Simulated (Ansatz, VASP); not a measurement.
# PtSe2 in VASP and in Ansatz

INCAR

```
SYSTEM = PtSe2
ALGO = Normal
EDIFF = 1E-7
ENCUT = 520
GGA = RE
ISIF = 2
ISMEAR = -1
IVDW = 12
LASPH = .True.
LCHARG = .False.
LREAL = .False.
LWAVE = .False.
NBANDS = 18
NELM = 80
PREC = Accurate
SIGMA = 0.05
```

Contents of KPOINTS:

```
k-points
0
Gamma
  8 8 5
  0 0 0
```

The input POSCAR:

```
PtSe2
1.0
    3.7240000000      0.0000000000      0.0000000000
   -1.8620000000      3.2250786037      0.0000000000
    0.0000000000      0.0000000000      5.0620000000
Pt Se
1 2
Direct
    0.0000000000      0.0000000000      0.0000000000
    0.6666666667      0.3333333333      0.7500000000
    0.3333333333      0.6666666667      0.2500000000
```

Contents of input.yaml:

```yaml
crystal:
  lattice:
    - [3.724, 0.0, 0.0]
    - [-1.862, 3.2250786037, 0.0]
    - [0.0, 0.0, 5.062]
  atoms:
    - { symbol: Pt, position: [0.0, 0.0, 0.0] }
    - { symbol: Se, position: [0.6666666667, 0.3333333333, 0.75] }
    - { symbol: Se, position: [0.3333333333, 0.6666666667, 0.25] }
hamiltonian:
  xc: revpbe
  pseudopotentials: { kind: paw }
  dispersion: d3bj
kpoints:
  mp_grid: { grid: [8, 8, 5] }
scf:
  occupations: { method: fermi_dirac, width: 0.05 }
output:
  forces: true
  stress: true
  eigenvalues: true
  write_density: true
  write_potential: true
  elf: true
  volumetric_format: npy
```

Alike in both runs: task single point; functional revPBE; dispersion D3(BJ); k mesh 8 × 8 × 5; occupations fermi-dirac, width 0.05 eV; no spin polarisation.

```csv
,VASP,Ansatz
version,VASP 6.6.1,Ansatz 0.2.0
potentials or method,"VASP PAW PBE potentials, release 64 (Pt, Se)",Ansatz PAW
plane-wave cutoff (eV),520,420
valence electrons in the cell,22,50
```

|  | VASP | Ansatz | Ansatz less VASP |
| --- | --- | --- | --- |
| gap on the k mesh at the Fermi level (eV) | none | none | - |
| pressure (GPa) | 1.6 | 1.7 | +0.04 |
| traceless stress, the component that is largest in VASP (GPa) | -1.36 | -1.35 | +0.003 |
| rms of the force components (eV/Å) | 0.327 | 0.325 | -0.0017 |

VASP's potentials were made for PBE, not for revPBE. Atom by atom the forces differ by 0.002 eV/Å (rms over components). A gap of «none» marks a metal or a gap that the smearing closes. VASP's potentials hold 22 valence electrons a cell and Ansatz's 50, so a difference there can come from the potentials and not from the codes.

Neither program's run includes spin-orbit coupling.
